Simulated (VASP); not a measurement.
# RbFeCl3 (Pm-3m) in VASP: a series of runs, part 2 of 2

VASP 6.6.1. The steps go on from the part before.

## (3) Single point, LDA+U, collinear spin, ferromagnetic start

Input file INCAR:

```
  PREC = Accurate
  ENCUT = 520
  EDIFF = 1E-6
  ISMEAR = -1
  SIGMA = 0.05
  LREAL = F
  LASPH = T
  NELM = 150
  ALGO = Normal
  ISIF = 2
  LWAVE = F
  LCHARG = T
  ISPIN = 2
  MAGMOM = 0 3.5 0 0 0
  LORBIT = 11
  LMAXMIX = 4
  LDAU = T
  LDAUTYPE = 2
  LDAUL = -1 2 -1
  LDAUU = 0 4 0
  LDAUJ = 0 0 0
  LDAUPRINT = 1
  GGA = CA
  LELF = T
  LVHAR = T
  NBANDS = 31
```

Input file KPOINTS:

```
regular mesh
0
Gamma
  4 4 4
```

Input file POSCAR:

```
RbFeCl3
1.0
    4.9301220000      0.0000000000      0.0000000000
    0.0000000000      4.9301220000      0.0000000000
    0.0000000000      0.0000000000      4.9301220000
Rb Fe Cl
1 1 3
Direct
    0.5000000000      0.5000000000      0.5000000000
    0.0000000000      0.0000000000      0.0000000000
    0.5000000000      0.0000000000      0.0000000000
    0.0000000000      0.5000000000      0.0000000000
    0.0000000000      0.0000000000      0.5000000000
```

Potentials or basis: VASP PAW LDA potentials, release 64 (Rb_sv, Fe, Cl).

Command:

```
$ cat potpaw_LDA.64/Rb_sv/POTCAR potpaw_LDA.64/Fe/POTCAR potpaw_LDA.64/Cl/POTCAR > POTCAR
$ mpirun -np 1 vasp_std > vasp.out
```

OUTCAR:

```text
PREC = Accurate
   ENCUT = 520
   EDIFF = 1E-6
   ISMEAR = -1
   LREAL = F
   LASPH = T
   NELM = 150
   ISIF = 2
   ISPIN = 2
   LORBIT = 11
   GGA = CA

 ion  position               nearest neighbor table
   1  0.500  0.500  0.500-   3 3.49   4 3.49   5 3.49   3 3.49   4 3.49   3 3.49   5 3.49   3 3.49
                             4 3.49   5 3.49   4 3.49   5 3.49   2 4.27   2 4.27   2 4.27   2 4.27
   2  0.000  0.000  0.000-   3 2.47   4 2.47   5 2.47   5 2.47   4 2.47   3 2.47   1 4.27   1 4.27
                             1 4.27   1 4.27   1 4.27   1 4.27   1 4.27   1 4.27
   3  0.500  0.000  0.000-   2 2.47   2 2.47   1 3.49   1 3.49   1 3.49   1 3.49
   4  0.000  0.500  0.000-   2 2.47   2 2.47   1 3.49   1 3.49   1 3.49   1 3.49
   5  0.000  0.000  0.500-   2 2.47   2 2.47   1 3.49   1 3.49   1 3.49   1 3.49

  LATTYP: Found a simple cubic cell.
 ALAT       =     4.9301220000

  Lattice vectors:

 A1 = (   4.9301220000,   0.0000000000,   0.0000000000)
 A2 = (   0.0000000000,   4.9301220000,   0.0000000000)
 A3 = (   0.0000000000,   0.0000000000,   4.9301220000)

Analysis of symmetry for initial positions (statically):
=====================================================================
 Subroutine PRICEL returns:
 Original cell was already a primitive cell.

 Routine SETGRP: Setting up the symmetry group for a
 simple cubic supercell.

 Subroutine GETGRP returns: Found 48 space group operations
 (whereof 48 operations were pure point group operations)
 out of a pool of 48 trial point group operations.

The static configuration has the point symmetry O_h .

Analysis of symmetry for dynamics (positions and initial velocities):
=====================================================================
 Subroutine PRICEL returns:
 Original cell was already a primitive cell.

 Routine SETGRP: Setting up the symmetry group for a
 simple cubic supercell.

 Subroutine GETGRP returns: Found 48 space group operations
 (whereof 48 operations were pure point group operations)
 out of a pool of 48 trial point group operations.

[... 194 lines left out ...]
 fundamental gap:      0.0977931669
 Fermi energy:         2.4456618529

 spin component 1

 k-point     1 :       0.0000    0.0000    0.0000
  band No.  band energies     occupation
      1     -23.8005      1.00000
      2     -13.6201      1.00000
      3     -12.7482      1.00000
      4     -12.7482      1.00000
      5      -8.0156      1.00000
      6      -8.0156      1.00000
[... 329 lines left out ...]
     30      10.4719      0.00000
     31      11.0723      0.00000
 Fermi energy:         2.4456618529

 spin component 2

 k-point     1 :       0.0000    0.0000    0.0000
  band No.  band energies     occupation
      1     -23.7997      1.00000
      2     -13.5033      1.00000
      3     -12.5605      1.00000
      4     -12.5605      1.00000
      5      -8.0136      1.00000
      6      -8.0136      1.00000
[... 329 lines left out ...]
     30      10.4816      0.00000
     31      12.0445      0.00000

------------------------ aborting loop because EDIFF is reached ----------------------------------------

  FORCE on cell =-STRESS in cart. coord.  units (eV):
  Direction    XX          YY          ZZ          XY          YZ          ZX
  --------------------------------------------------------------------------------------
  -------------------------------------------------------------------------------------
  Total       -2.3964307     -2.3964307     -2.3964307      0.0000000     -0.0000000      0.0000000
  in kB      -32.0407346    -32.0407346    -32.0407346      0.0000000     -0.0000000      0.0000000
  external PRESSURE =     -32.0407346 kB  Pullay stress =       0.0000000 kB

 VOLUME and BASIS-vectors are now :
 -----------------------------------------------------------------------------
  energy-cutoff  :      520.00
  volume of cell :      119.83
      direct lattice vectors                 reciprocal lattice vectors
     4.930122000  0.000000000  0.000000000     0.202834737  0.000000000  0.000000000
     0.000000000  4.930122000  0.000000000     0.000000000  0.202834737  0.000000000
     0.000000000  0.000000000  4.930122000     0.000000000  0.000000000  0.202834737

 POSITION                                       TOTAL-FORCE (eV/Angst)
 -----------------------------------------------------------------------------------
      2.46506      2.46506      2.46506         0.000000      0.000000      0.000000
      0.00000      0.00000      0.00000         0.000000      0.000000      0.000000
      2.46506      0.00000      0.00000         0.000000      0.000000      0.000000
      0.00000      2.46506      0.00000         0.000000      0.000000      0.000000
      0.00000      0.00000      2.46506         0.000000      0.000000      0.000000
 -----------------------------------------------------------------------------------
    total drift:                                0.000000      0.000000     -0.000000

  FREE ENERGIE OF THE ION-ELECTRON SYSTEM (eV)
  ---------------------------------------------------
  free  energy   TOTEN  =       -20.6534363617 eV

  energy  without entropy=      -20.6154231111  energy(sigma->0) =      -20.63442974

 total charge

# of ion       s       p       d       tot
------------------------------------------
    1        1.935   5.335   0.020   7.290
    2        0.280   0.308   6.048   6.636
    3        1.588   3.526   0.000   5.114
    4        1.588   3.526   0.000   5.114
    5        1.588   3.526   0.000   5.114
--------------------------------------------------
tot          6.979  16.222   6.067  29.269

 magnetization (x)

# of ion       s       p       d       tot
------------------------------------------
    1        0.000   0.001  -0.000   0.001
    2        0.027   0.026   3.655   3.708
    3        0.007   0.064   0.000   0.070
    4        0.007   0.064   0.000   0.070
    5        0.007   0.064   0.000   0.070
--------------------------------------------------
tot          0.046   0.219   3.655   3.920
```

OSZICAR:

```text
N       E                     dE             d eps       ncg     rms          rms(c)
DAV:   1     0.308954059921E+03    0.30895E+03   -0.16102E+04  1240   0.112E+03
DAV:   2     0.118246294506E+02   -0.29713E+03   -0.27646E+03  1394   0.262E+02
DAV:   3    -0.207157204300E+02   -0.32540E+02   -0.32105E+02  1654   0.102E+02
DAV:   4    -0.222462198477E+02   -0.15305E+01   -0.15240E+01  1972   0.196E+01
DAV:   5    -0.222852914463E+02   -0.39072E-01   -0.39062E-01  1739   0.244E+00    0.140E+01
DAV:   6    -0.206391506674E+02    0.16461E+01   -0.12816E+01  1688   0.414E+01    0.172E+01
DAV:   7    -0.207041394901E+02   -0.64989E-01   -0.15950E+00  1673   0.115E+01    0.861E+00
DAV:   8    -0.206679552001E+02    0.36184E-01   -0.16349E-01  1858   0.396E+00    0.456E+00
DAV:   9    -0.206530633102E+02    0.14892E-01   -0.28689E-02  1519   0.108E+00    0.533E-01
DAV:  10    -0.206533771401E+02   -0.31383E-03   -0.29265E-03  1779   0.444E-01    0.218E-01
DAV:  11    -0.206534083779E+02   -0.31238E-04   -0.35890E-04  1797   0.201E-01    0.125E-01
DAV:  12    -0.206534366642E+02   -0.28286E-04   -0.11862E-04  1779   0.774E-02    0.454E-02
DAV:  13    -0.206534363605E+02    0.30371E-06   -0.23389E-05  1752   0.732E-02    0.105E-02
DAV:  14    -0.206534363617E+02   -0.12210E-08   -0.57275E-06  1634   0.116E-02
   1 F= -.20653436E+02 E0= -.20634430E+02  d E =-.380133E-01  mag=     4.0000
```

Wall time 1.8 min (1 thread of Oxide Virtual Turin-like, shared host); peak memory 0.21 GiB.

Results:

```yaml
Free_energy: -20.6534 eV
Pressure: -3.2 GPa
Band_gap_on_the_k_mesh: zero (filled and empty bands overlap)
Net_moment: 4.00 μB per cell
Site_moments: Rb +0.00; Fe +3.71; Cl +0.07 μB
Valence_electrons_inside_the_program's_atomic_spheres: Rb 7.29; Fe 6.64; Cl 5.11
```

Eigenvalues of the final occupation matrices:
| site | spin | trace | eigenvalues |
| --- | --- | --- | --- |
| site 2 d | 1 | 4.86 | 0.96 0.96 0.96 0.99 0.99 |
| site 2 d | 2 | 1.20 | 0.10 0.10 0.33 0.33 0.33 |

Caveat: a cell with one magnetic atom can't hold antiferromagnetic order, which such compounds often take.

## (4) Single point, LDA+U, collinear spin, ferromagnetic start

Input file INCAR:

```
PREC     = Accurate       # precision mode
ENCUT    = 520            # plane-wave cutoff, eV
EDIFF    = 1E-6           # SCF threshold, eV
ISMEAR   = -1             # smearing method
SIGMA    = 0.05           # smearing width, eV
LREAL    = False          # projectors in reciprocal space
LASPH    = True           # aspherical terms in the spheres
NELM     = 150            # most SCF steps
ALGO     = Normal         # electronic algorithm
ISIF     = 2              # what is computed and relaxed
LWAVE    = False          # write WAVECAR
LCHARG   = True           # write CHGCAR
ISPIN    = 2              # spin polarisation
MAGMOM   = 0 3.5 0 0 0    # initial moments
LORBIT   = 11             # projections on sites
LMAXMIX  = 4              # l up to which the mixer works
LDAU     = True           # DFT+U
LDAUTYPE = 2            
LDAUL    = -1 2 -1        # shell
LDAUU    = 0 6 0          # U, eV
LDAUJ    = 0 0 0        
LDAUPRINT= 1            
LELF     = True           # ELF
LVHAR    = True         
NBANDS   = 31             # bands
```

KPOINTS is that of step 3.

POSCAR is that of step 3.

Potentials or basis: VASP PAW LDA potentials, release 64 (Rb_sv, Fe, Cl).

Command:

```
$ cat potpaw_LDA.64/Rb_sv/POTCAR potpaw_LDA.64/Fe/POTCAR potpaw_LDA.64/Cl/POTCAR > POTCAR
$ mpirun -np 1 vasp_std > vasp.out
```

OUTCAR:

```text
PREC = Accurate
   ENCUT = 520
   EDIFF = 1E-6
   ISMEAR = -1
   LREAL = False
   LASPH = True
   NELM = 150
   ISIF = 2
   ISPIN = 2
   LORBIT = 11

 ion  position               nearest neighbor table
   1  0.500  0.500  0.500-   3 3.49   4 3.49   5 3.49   3 3.49   4 3.49   3 3.49   5 3.49   3 3.49
                             4 3.49   5 3.49   4 3.49   5 3.49   2 4.27   2 4.27   2 4.27   2 4.27
   2  0.000  0.000  0.000-   3 2.47   4 2.47   5 2.47   5 2.47   4 2.47   3 2.47   1 4.27   1 4.27
                             1 4.27   1 4.27   1 4.27   1 4.27   1 4.27   1 4.27
   3  0.500  0.000  0.000-   2 2.47   2 2.47   1 3.49   1 3.49   1 3.49   1 3.49
   4  0.000  0.500  0.000-   2 2.47   2 2.47   1 3.49   1 3.49   1 3.49   1 3.49
   5  0.000  0.000  0.500-   2 2.47   2 2.47   1 3.49   1 3.49   1 3.49   1 3.49

  LATTYP: Found a simple cubic cell.
 ALAT       =     4.9301220000

  Lattice vectors:

 A1 = (   4.9301220000,   0.0000000000,   0.0000000000)
 A2 = (   0.0000000000,   4.9301220000,   0.0000000000)
 A3 = (   0.0000000000,   0.0000000000,   4.9301220000)

Analysis of symmetry for initial positions (statically):
=====================================================================
 Subroutine PRICEL returns:
 Original cell was already a primitive cell.

 Routine SETGRP: Setting up the symmetry group for a
 simple cubic supercell.

 Subroutine GETGRP returns: Found 48 space group operations
 (whereof 48 operations were pure point group operations)
 out of a pool of 48 trial point group operations.

The static configuration has the point symmetry O_h .

Analysis of symmetry for dynamics (positions and initial velocities):
=====================================================================
 Subroutine PRICEL returns:
 Original cell was already a primitive cell.

 Routine SETGRP: Setting up the symmetry group for a
 simple cubic supercell.

 Subroutine GETGRP returns: Found 48 space group operations
 (whereof 48 operations were pure point group operations)
 out of a pool of 48 trial point group operations.

The dynamic configuration has the point symmetry O_h .

Analysis of structural, dynamic, and magnetic symmetry:
=====================================================================
 Subroutine PRICEL returns:
 Original cell was already a primitive cell.

 Routine SETGRP: Setting up the symmetry group for a
 simple cubic supercell.

 Subroutine GETGRP returns: Found 48 space group operations
 (whereof 48 operations were pure point group operations)
 out of a pool of 48 trial point group operations.

The overall configuration has the point symmetry O_h .

 Subroutine INISYM returns: Found 48 space group operations
 (whereof 48 operations are pure point group operations),
 and found     1 'primitive' translations

[... 139 lines left out ...]
spin component  2

  0.3262  0.0000 -0.0000 -0.0000  0.0000
  0.0000  0.3262 -0.0000 -0.0000 -0.0000
 -0.0000 -0.0000  0.0870 -0.0000 -0.0000
 -0.0000 -0.0000 -0.0000  0.3262  0.0000
  0.0000 -0.0000 -0.0000  0.0000  0.0870

 occupancies and eigenvectors

  o =  0.0870  v =  0.0000  0.0000  0.0000  0.0000  0.0000  0.0000  0.0000 -0.9997 -0.0000 -0.0246      0.0000  0.0000  0.0000  0.0000  0.0000  0.0000  0.0000  0.0000  0.0000  0.0000
  o =  0.0870  v =  0.0000  0.0000  0.0000  0.0000  0.0000  0.0000  0.0000 -0.0246  0.0000  0.9997      0.0000  0.0000  0.0000  0.0000  0.0000  0.0000  0.0000  0.0000  0.0000  0.0000
  o =  0.3262  v =  0.0000  0.0000  0.0000  0.0000  0.0000  0.0000  0.0675  0.0000 -0.9977 -0.0000      0.0000  0.0000  0.0000  0.0000  0.0000  0.0000  0.0000  0.0000  0.0000  0.0000
  o =  0.3262  v =  0.0000  0.0000  0.0000  0.0000  0.0000  1.0000  0.0000  0.0000  0.0000  0.0000      0.0000  0.0000  0.0000  0.0000  0.0000  0.0000  0.0000  0.0000  0.0000  0.0000
  o =  0.3262  v =  0.0000  0.0000  0.0000  0.0000  0.0000  0.0000 -0.9977  0.0000 -0.0675  0.0000      0.0000  0.0000  0.0000  0.0000  0.0000  0.0000  0.0000  0.0000  0.0000  0.0000
  o =  0.9691  v =  0.0000  0.9998  0.0000 -0.0174  0.0000  0.0000  0.0000  0.0000  0.0000  0.0000      0.0000  0.0000  0.0000  0.0000  0.0000  0.0000  0.0000  0.0000  0.0000  0.0000
  o =  0.9691  v =  1.0000  0.0000  0.0000  0.0000  0.0000  0.0000  0.0000  0.0000  0.0000  0.0000      0.0000  0.0000  0.0000  0.0000  0.0000  0.0000  0.0000  0.0000  0.0000  0.0000
  o =  0.9691  v =  0.0000  0.0174 -0.0000  0.9998  0.0000  0.0000  0.0000  0.0000  0.0000  0.0000      0.0000  0.0000  0.0000  0.0000  0.0000  0.0000  0.0000  0.0000  0.0000  0.0000
  o =  1.0062  v =  0.0000  0.0000  0.0064  0.0000 -1.0000  0.0000  0.0000  0.0000  0.0000  0.0000      0.0000  0.0000  0.0000  0.0000  0.0000  0.0000  0.0000  0.0000  0.0000  0.0000
  o =  1.0062  v =  0.0000  0.0000 -1.0000 -0.0000 -0.0064  0.0000  0.0000  0.0000  0.0000  0.0000      0.0000  0.0000  0.0000  0.0000  0.0000  0.0000  0.0000  0.0000  0.0000  0.0000

 number of electron      37.9999995 magnetization       4.0000003

 Free energy of the ion-electron system (eV)
  ---------------------------------------------------
  ext. energy  EPLUGINS =         0.00000000
  ---------------------------------------------------
  free energy    TOTEN  =       -19.71358474 eV

  energy without entropy =      -19.67607482  energy(sigma->0) =      -19.69482978

 E-fermi :   2.6220     XC(G=0):  -9.3914

 val. band max:        2.5480699105   @ k =   0.2500   0.2500   0.0000
 cond. band min:       2.6474913159   @ k =   0.2500   0.2500   0.2500
 fundamental gap:      0.0994214055
 Fermi energy:         2.6219865131

 spin component 1

 k-point     1 :       0.0000    0.0000    0.0000
  band No.  band energies     occupation
      1     -23.7878      1.00000
      2     -13.6011      1.00000
      3     -12.7643      1.00000
      4     -12.7643      1.00000
      5      -8.0032      1.00000
      6      -8.0032      1.00000
[... 329 lines left out ...]
     30      10.4843      0.00000
     31      11.0359      0.00000
 Fermi energy:         2.6219865131

 spin component 2

 k-point     1 :       0.0000    0.0000    0.0000
  band No.  band energies     occupation
      1     -23.7871      1.00000
      2     -13.5000      1.00000
      3     -12.5447      1.00000
      4     -12.5447      1.00000
      5      -8.0015      1.00000
      6      -8.0015      1.00000
[... 329 lines left out ...]
     30      10.4923      0.00000
     31      12.0717      0.00000

------------------------ aborting loop because EDIFF is reached ----------------------------------------

  FORCE on cell =-STRESS in cart. coord.  units (eV):
  Direction    XX          YY          ZZ          XY          YZ          ZX
  --------------------------------------------------------------------------------------
  -------------------------------------------------------------------------------------
  Total       -2.3174350     -2.3174350     -2.3174350      0.0000000      0.0000000      0.0000000
  in kB      -30.9845466    -30.9845466    -30.9845466      0.0000000      0.0000000      0.0000000
  external PRESSURE =     -30.9845466 kB  Pullay stress =       0.0000000 kB

 VOLUME and BASIS-vectors are now :
 -----------------------------------------------------------------------------
  energy-cutoff  :      520.00
  volume of cell :      119.83
      direct lattice vectors                 reciprocal lattice vectors
     4.930122000  0.000000000  0.000000000     0.202834737  0.000000000  0.000000000
     0.000000000  4.930122000  0.000000000     0.000000000  0.202834737  0.000000000
     0.000000000  0.000000000  4.930122000     0.000000000  0.000000000  0.202834737

 POSITION                                       TOTAL-FORCE (eV/Angst)
 -----------------------------------------------------------------------------------
      2.46506      2.46506      2.46506         0.000000      0.000000      0.000000
      0.00000      0.00000      0.00000         0.000000      0.000000      0.000000
      2.46506      0.00000      0.00000         0.000000      0.000000      0.000000
      0.00000      2.46506      0.00000         0.000000      0.000000      0.000000
      0.00000      0.00000      2.46506         0.000000      0.000000      0.000000
 -----------------------------------------------------------------------------------
    total drift:                                0.000000      0.000000     -0.000000

  FREE ENERGIE OF THE ION-ELECTRON SYSTEM (eV)
  ---------------------------------------------------
  free  energy   TOTEN  =       -19.7135847395 eV

  energy  without entropy=      -19.6760748241  energy(sigma->0) =      -19.69482978

 total charge

# of ion       s       p       d       tot
------------------------------------------
    1        1.935   5.335   0.020   7.290
    2        0.282   0.311   6.052   6.645
    3        1.588   3.531   0.000   5.119
    4        1.588   3.531   0.000   5.119
    5        1.588   3.531   0.000   5.119
--------------------------------------------------
tot          6.980  16.239   6.072  29.291

 magnetization (x)

# of ion       s       p       d       tot
------------------------------------------
    1        0.000   0.001  -0.000   0.001
    2        0.025   0.025   3.760   3.810
    3        0.005   0.051   0.000   0.056
    4        0.005   0.051   0.000   0.056
    5        0.005   0.051   0.000   0.056
--------------------------------------------------
tot          0.042   0.178   3.760   3.979
```

Run time: 3.5 min. Hardware: 1 thread of Oxide Virtual Turin-like, shared host; peak memory 0.21 GiB.

Results:

- Free energy: -19.7136 eV
- Pressure: -3.1 GPa
- Band gap on the k mesh: zero (filled and empty bands overlap)
- Net moment: 4.00 μB per cell
- Site moments: Rb +0.00; Fe +3.81; Cl +0.06 μB
- Valence electrons inside the program's atomic spheres: Rb 7.29; Fe 6.64; Cl 5.12

Eigenvalues of the final occupation matrices:
```csv
site,spin,trace,eigenvalues
site 2 d,1,4.92,0.97 0.97 0.97 1.01 1.01
site 2 d,2,1.15,0.09 0.09 0.33 0.33 0.33
```

Caveat: a cell with one magnetic atom can't hold antiferromagnetic order, which such compounds often take. The state reached can hang on the start; a lower one may exist.

## (5) The runs side by side

```tsv
U	gap on the mesh (eV)	pressure (GPa)	moment (μB)
Fe d U = 2.0 eV	none	-3.4	4.00
Fe d U = 4.0 eV	none	-3.2	4.00
Fe d U = 6.0 eV	none	-3.1	4.00
```

Alike in all rows: task single point; level LDA+U; potentials or basis VASP PAW LDA potentials, release 64 (Rb_sv, Fe, Cl); spin collinear, ferromagnetic start; cell as given; k mesh 4 × 4 × 4; cutoff (eV) 520; smearing fermi-dirac 0.05 eV.

Every run on the cell as given and a fine mesh finds a metal.

Caveats: a cell with one magnetic atom can't hold antiferromagnetic order, which such compounds often take.

Absolute energies hang on the potentials; compare differences alone.
